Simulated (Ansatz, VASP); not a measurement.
# Two plane-wave programs on Al6H

Contents of INCAR:

```
SYSTEM = Al6H
ALGO = Normal
DIPOL = 0.5 0.5 0.311
EDIFF = 1E-6
ENCUT = 520
GGA = PE
IDIPOL = 3
ISIF = 2
ISMEAR = 0
LASPH = .TRUE.
LCHARG = .FALSE.
LDIPOL = .TRUE.
LREAL = .FALSE.
LWAVE = .FALSE.
NBANDS = 32
NELM = 60
PREC = Accurate
SIGMA = 0.1
```

KPOINTS

```
k-points
0
G
  5 5 1
  0 0 0
```

Contents of POSCAR:

```
Al6H
1.0
    5.7135165837      0.0000000000      0.0000000000
    0.0000000000      5.7135165837      0.0000000000
    0.0000000000      0.0000000000     22.1746954375
Al H
12 2
Direct
    0.2500000000      0.2500000000      0.1803857921
    0.2500000000      0.7500000000      0.1803857921
    0.7500000000      0.2500000000      0.1803857921
    0.7500000000      0.7500000000      0.1803857921
    0.0000000000      0.0000000000      0.2744050924
    0.0000000000      0.5000000000      0.2744050924
    0.5000000000      0.0000000000      0.2744050924
    0.5000000000      0.5000000000      0.2744050924
    0.2500000000      0.2500000000      0.3686497278
    0.2500000000      0.7500000000      0.3686497278
    0.7500000000      0.2500000000      0.3686497278
    0.7500000000      0.7500000000      0.3686497278
    0.0000000000     -0.0568826563      0.5309969407
    0.0000000000      0.0568826563      0.5309969407
```

Input for Ansatz:

```yaml
crystal:
  lattice:
    - [5.7135165837, 0.0, 0.0]
    - [0.0, 5.7135165837, 0.0]
    - [0.0, 0.0, 22.1746954375]
  atoms:
    - { symbol: Al, position: [0.25, 0.25, 0.1803857921] }
    - { symbol: Al, position: [0.25, 0.75, 0.1803857921] }
    - { symbol: Al, position: [0.75, 0.25, 0.1803857921] }
    - { symbol: Al, position: [0.75, 0.75, 0.1803857921] }
    - { symbol: Al, position: [0.0, 0.0, 0.2744050924] }
    - { symbol: Al, position: [0.0, 0.5, 0.2744050924] }
    - { symbol: Al, position: [0.5, 0.0, 0.2744050924] }
    - { symbol: Al, position: [0.5, 0.5, 0.2744050924] }
    - { symbol: Al, position: [0.25, 0.25, 0.3686497278] }
    - { symbol: Al, position: [0.25, 0.75, 0.3686497278] }
    - { symbol: Al, position: [0.75, 0.25, 0.3686497278] }
    - { symbol: Al, position: [0.75, 0.75, 0.3686497278] }
    - { symbol: H, position: [0.0, -0.0568826563, 0.5309969407] }
    - { symbol: H, position: [0.0, 0.0568826563, 0.5309969407] }
basis:
  ecutwfc: 420
kpoints:
  mp_grid: { grid: [5, 5, 1] }
hamiltonian:
  xc: pbe
  pseudopotentials: { kind: paw, azcp: { folder: soft_1 } }
scf:
  occupations: { method: gaussian, width: 0.1 }
output:
  forces: true
  eigenvalues: true
efield:
  axis: 3
  dipole_correction: true
  ramp_width: 0.04
```

Alike in both runs: task single point; functional PBE; k mesh 5 × 5 × 1; occupations gaussian, width 0.1 eV; no spin polarisation.

```csv
,VASP,Ansatz
version,VASP 6.6.1,Ansatz 0.2.0
potentials or method,"VASP PAW PBE potentials, release 64 (Al, H), cutoff 520 eV","scalar-relativistic, plane waves, PAW"
valence electrons in the cell,38,38
```

```csv
,VASP,Ansatz,Ansatz less VASP
gap on the k mesh at the Fermi level (eV),none,none,-
rms of the force components (eV/Å),1.066,1.059,-0.0072
```

Atom by atom the forces differ by 0.007 eV/Å (rms over components). A gap of «none» marks a metal or a gap that the smearing closes. With one functional, cell and mesh, what is left measures potentials, basis and numerics.
